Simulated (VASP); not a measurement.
Runs of VASP 6.6.1 on TiB2. The structure is that of space group P6/mmm (No. 191), or close to it. The cells are those of the table. 

| task | cell | k mesh | cutoff (eV) | smearing | gap on the mesh (eV) | pressure (GPa) | relaxed volume (Å³/atom) |
| --- | --- | --- | --- | --- | --- | --- | --- |
| relaxation of cell and atoms | relaxed from a = 3.018, b = 3.018, c = 3.185 Å, angles 90.0, 90.0, 120.0°, 3 atoms | 15 × 15 × 14 | 600 | fermi-dirac 0.15 eV | none | 0.0 | 8.38 |
| relaxation of cell and atoms | relaxed from a = 3.029, b = 3.029, c = 3.228 Å, angles 90.0, 90.0, 120.0°, 3 atoms | 15 × 15 × 14 | 600 | gaussian 0.1 eV | none | 0.0 | 8.38 |
| single point | a = 3.018, b = 3.018, c = 3.185 Å, angles 90.0, 90.0, 120.0°, 3 atoms | 15 × 15 × 14 | 520 | gaussian 0.1 eV | none | 0.3 | - |
| single point | a = 3.018, b = 3.018, c = 3.185 Å, angles 90.0, 90.0, 120.0°, 3 atoms | 15 × 15 × 14 | 520 | fermi-dirac 0.15 eV | none | 0.4 | - |
| single point | a = 3.029, b = 3.029, c = 3.228 Å, angles 90.0, 90.0, 120.0°, 3 atoms | 6 × 6 × 6 | 520 | gaussian 0.1 eV | none | (a) | - |
| electric field gradients | a = 3.018, b = 3.018, c = 3.185 Å, angles 90.0, 90.0, 120.0°, 3 atoms | 15 × 15 × 14 | 520 | fermi-dirac 0.15 eV | none | 0.4 | - |

Alike in all rows: level PBEsol; potentials or basis VASP PAW PBE potentials, release 64 (Ti_sv, B); no spin polarisation.

Problem. Estimate the missing entries.

Solution. (a) -4.5.

Caveats: some runs use coarse meshes; the PAW data sets were made with another functional, which shifts forces and pressure a little.

A gap of «none» marks levels without a gap at the run's occupations.
